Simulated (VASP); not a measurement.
A run of VASP 6.6.1 is set up as follows.

File INCAR:

```
SYSTEM = MnO2
PREC = Accurate
ENCUT = 520
EDIFF = 1E-6
ISMEAR = 0
SIGMA = 0.1
LREAL = .False.
LASPH = .True.
NELM = 150
ALGO = Normal
ISIF = 2
LWAVE = .False.
LCHARG = .True.
ISPIN = 2
MAGMOM = 3.05 3.05 0 0 0 0
LORBIT = 11
LMAXMIX = 4
LDAU = .True.
LDAUTYPE = 2
LDAUL = 2 -1
LDAUU = 3.9 0
LDAUJ = 0 0
LDAUPRINT = 1
GGA = PE
LELF = .True.
LVHAR = .True.
NBANDS = 38
```

File KPOINTS:

```
Automatic mesh
0
Gamma
  8 8 12
  0 0 0
```

POSCAR

```
MnO2
1.0
    4.2774979847      0.0000000000      0.0000000000
    0.0000000000      4.2774979847      0.0000000000
    0.0000000000      0.0000000000      3.0140012043
Mn O
2 4
Direct
    0.0000000000      0.0000000000      0.0000000000
    0.5000000000      0.5000000000      0.5000000000
    0.3067212380      0.3067212380      0.0000000000
    0.1932787620      0.8067212380      0.5000000000
    0.6932787620      0.6932787620      0.0000000000
    0.8067212380      0.1932787620      0.5000000000
```

Potentials or basis: VASP PAW PBE potentials, release 64 (Mn_pv, O).

The run is started by

```bash
$ cat potpaw_PBE.64/Mn_pv/POTCAR potpaw_PBE.64/O/POTCAR > POTCAR
$ mpirun -np 1 vasp_std > vasp.out
```

What does it give for the pressure?

12.5 GPa.

Predict the band gap on the k mesh.

zero (filled and empty bands overlap).

Forces in eV/Å, atoms in the order of the input:
```
Mn   0.000  0.000  0.000
Mn   0.000  0.000  0.000
O    0.119  0.119  0.000
O   -0.119  0.119  0.000
O   -0.119 -0.119  0.000
O    0.119 -0.119  0.000
```

Caveat: the cell differs from its parent crystal (biaxial strain in the a-b plane: -4.0 %); the stress differs along the axes, from 1 to 18 GPa; the run started ferromagnetic, and an antiferromagnetic order may lie lower in energy. The state reached can hang on the start; a lower one may exist.
